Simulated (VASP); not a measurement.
Runs of VASP 6.6.1 on Cu. The structure is that of space group Fm-3m (No. 225), or close to it. The cells are those of the table. 

| task | level | cell | k mesh | cutoff (eV) | smearing | tolerance level | purpose | route | dipole correction | grid for exact exchange (PRECFOCK) | gap on the mesh (eV) | pressure (GPa) |
| --- | --- | --- | --- | --- | --- | --- | --- | --- | --- | --- | --- | --- |
| band structure | LAK | a = 2.556 Å, angles 60.0°, 1 atom | 21 × 21 × 21 | 590 | gaussian 0.04 eV | standard | bands | KPOINTS_OPT | - | - | - | (a) |
| single point | PBE exchange alone | a = 2.573 Å, angles 60.0°, 1 atom | 13 × 13 × 13 | 600 | fermi-dirac 0.05 eV | - | - | - | no | - | none | 20.1 |
| single point | SVWN5 | a = 2.504 Å, angles 60.0°, 1 atom | 13 × 13 × 13 | 600 | fermi-dirac 0.05 eV | - | - | - | no | - | none | -3.1 |
| relaxation of cell and atoms | RPBE | relaxed from a = 2.556 Å, angles 60.0°, 1 atom | 13 × 13 × 13 | 600 | fermi-dirac 0.05 eV | - | - | - | no | - | none | 0.0 |
| single point | PBE exchange alone | a = 2.504 Å, angles 60.0°, 1 atom | 13 × 13 × 13 | 600 | fermi-dirac 0.05 eV | - | - | - | no | - | none | 36.8 |
| single point | PBEsol | a = 2.442 Å, angles 60.0°, 1 atom | 13 × 13 × 13 | 600 | fermi-dirac 0.05 eV | - | - | - | no | - | none | (b) |
| single point | r2SCAN50 | a = 2.556 Å, angles 60.0°, 1 atom | 7 × 7 × 7 | 580 | fermi-dirac 0.05 eV | - | - | - | no | Normal | none | 1.0 |
| single point | PBEsol | a = 2.556 Å, angles 60.0°, 1 atom | 7 × 7 × 7 | 600 | fermi-dirac 0.05 eV | - | - | - | no | - | none | -5.9 |

Alike in all rows: potentials or basis VASP PAW PBE potentials, release 64 (Cu); no spin polarisation.

Task: Estimate the missing entries.

Result: (a) 4.5; (b) 20.8.

Caveats: some runs use coarse meshes; the PAW data sets were made with another functional, which shifts forces and pressure a little (at least some runs); the cell stands under pressure (at least some runs); the cell stands under tension (at least some runs).

A gap of «none» marks levels without a gap at the run's occupations.
